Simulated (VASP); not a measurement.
**AgCl: vibrations by perturbation theory with PBE**

Crystal: AgCl.

```xyz
2
Lattice="0.0000 2.7350 2.7350 2.7350 0.0000 2.7350 2.7350 2.7350 0.0000" Properties=species:S:1:pos:R:3 pbc="T T T"
Ag    0.0000    0.0000    0.0000
Cl    2.7350    2.7350    2.7350
```

```yaml
Program: VASP 6.6.1
Task: vibrations by perturbation theory
Functional: PBE
Potentials_or_basis: VASP PAW PBE potentials, release 64 (Ag, Cl)
Cutoff: 520 eV
k_mesh: 8 × 8 × 8
Occupations: gaussian, width 0.01 eV
Spin: no spin polarisation
Dipole_correction: no
Further_INCAR_settings: ALGO = Normal; EDIFF = 1e-08; IBRION = 8; NSW = 1
```

The electronic dielectric tensor (diagonal) is 5.19, the born charges (mean of the diagonal) is Ag +1.42; Cl -1.42 e and the highest phonon frequency at Γ, LO-TO splitting left out is 125 cm⁻¹.

Phonon frequencies in cm⁻¹ (negative: imaginary):
| q point | frequencies |
| --- | --- |
| (0.000, 0.000, 0.000) | 0 0 0 125 125 125 |

Electronic dielectric tensor:
```
5.19 0.00 0.00
0.00 5.19 0.00
0.00 0.00 5.19
```

Born effective charge tensors (e):
atom 1, Ag
```
1.42 0.00 0.00
0.00 1.42 0.00
0.00 0.00 1.42
```
atom 2, Cl
```
-1.42  0.00  0.00
 0.00 -1.42  0.00
 0.00  0.00 -1.42
```

Run time: 9.5 min on 1 thread of Intel Xeon 8259CL, with other jobs on the host, peak memory 0.25 GiB.

Caveat: the cell stands under pressure or tension, which shifts response properties.
